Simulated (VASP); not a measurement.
Crystal: Al4Ir.

```xyz
10
Lattice="0.0199 0.0037 5.2750 7.6396 -0.1131 0.0289 -3.9177 6.8344 -0.0099" Properties=species:S:1:pos:R:3 pbc="T T T"
Al    1.7672    3.5778    2.4618
Al    3.8321   -0.2194    2.6561
Al   -1.7794    3.4415    2.8100
Al    1.8442    3.2546   -0.0084
Al    3.6150   -0.0970   -0.2578
Al   -2.0371    3.4828    0.0882
Al   -0.1399    4.7192    3.9051
Al    3.8603    2.2171    1.5154
Ir   -0.0116    4.4231    1.5568
Ir    4.0064    2.0985    3.8115
```

```yaml
Program: VASP 6.6.1
Task: relaxation of cell and atoms
Functional: PBE
Potentials_or_basis: VASP PAW PBE potentials, release 64 (Al, Ir)
Cutoff: 600 eV
k_mesh: 4 × 3 × 3
Occupations: gaussian, width 0.2 eV
Spin: no spin polarisation
```

At the start: pressure 4.2 GPa; volume 27.31 Å³/atom.

Q: Where does the relaxation end?

A: Over 26 steps the energy falls by 302.3 meV/atom and the volume is 26.70 Å³/atom (-2.2 %); space group P1 (No. 1, to 0.1 Å) before, Cmcm (No. 63, to 0.1 Å).

Step by step:
| step | energy change (eV) | largest force (eV/Å) | pressure (GPa) | volume (Å³) |
| --- | --- | --- | --- | --- |
| 1 | 0.0000 | 5.3627 | 4.20 | 273.07 |
| 2 | -1.7687 | 1.0644 | -6.62 | 302.22 |
| 3 | -1.9841 | 1.3226 | -4.73 | 292.93 |
| 4 | -2.7693 | 0.8366 | 0.75 | 265.99 |
| 5 | -2.7698 | 0.8560 | 0.59 | 266.54 |
| 6 | -2.8901 | 0.5650 | 0.22 | 266.51 |
| 7 | -2.9095 | 0.5284 | 0.09 | 266.47 |
| 8 | -2.9691 | 0.2805 | -0.22 | 267.09 |
| 9 | -2.9852 | 0.1977 | -0.43 | 267.60 |
| 10 | -2.9968 | 0.1680 | 0.59 | 264.39 |
| 11 | -2.9976 | 0.1645 | 0.38 | 265.01 |
| 12 | -3.0063 | 0.1078 | 0.05 | 266.33 |
| 13 | -3.0066 | 0.1209 | -0.03 | 266.68 |
| 14 | -3.0099 | 0.0934 | -0.07 | 266.80 |
| 15 | -3.0109 | 0.1008 | -0.10 | 266.90 |
| 16 | -3.0133 | 0.0815 | 0.16 | 266.07 |
| 17 | -3.0137 | 0.0719 | 0.29 | 265.65 |
| 18 | -3.0152 | 0.0637 | 0.22 | 265.87 |
| 19 | -3.0181 | 0.0693 | 0.05 | 266.52 |
| 20 | -3.0167 | 0.1474 | -0.32 | 267.83 |
| 21 | -3.0187 | 0.0946 | -0.09 | 266.98 |
| 22 | -3.0203 | 0.0717 | -0.06 | 266.97 |
| 23 | -3.0217 | 0.0483 | 0.00 | 266.94 |
| 24 | -3.0221 | 0.0291 | 0.01 | 266.91 |
| 25 | -3.0223 | 0.0308 | 0.02 | 266.88 |
| 26 | -3.0225 | 0.0205 | -0.02 | 266.97 |

Final structure:
```yaml
crystal:
  lattice:
    - [-0.00085, 0.00046, 5.26937]
    - [7.58527, 0.04837, 0.00077]
    - [-3.74446, 6.65555, -0.00130]
  atoms:
    - { symbol: Al, position: [0.50018, 0.50164, 0.50214] }
    - { symbol: Al, position: [0.50026, 0.50138, 0.99991] }
    - { symbol: Al, position: [0.49948, 0.99952, 0.49804] }
    - { symbol: Al, position: [0.99972, 0.50102, 0.50161] }
    - { symbol: Al, position: [0.00018, 0.49919, 0.99983] }
    - { symbol: Al, position: [0.00004, 0.99931, 0.49850] }
    - { symbol: Al, position: [0.75016, 0.33163, 0.66998] }
    - { symbol: Al, position: [0.24999, 0.66661, 0.32993] }
    - { symbol: Ir, position: [0.25003, 0.33269, 0.66898] }
    - { symbol: Ir, position: [0.74996, 0.66702, 0.33109] }
```
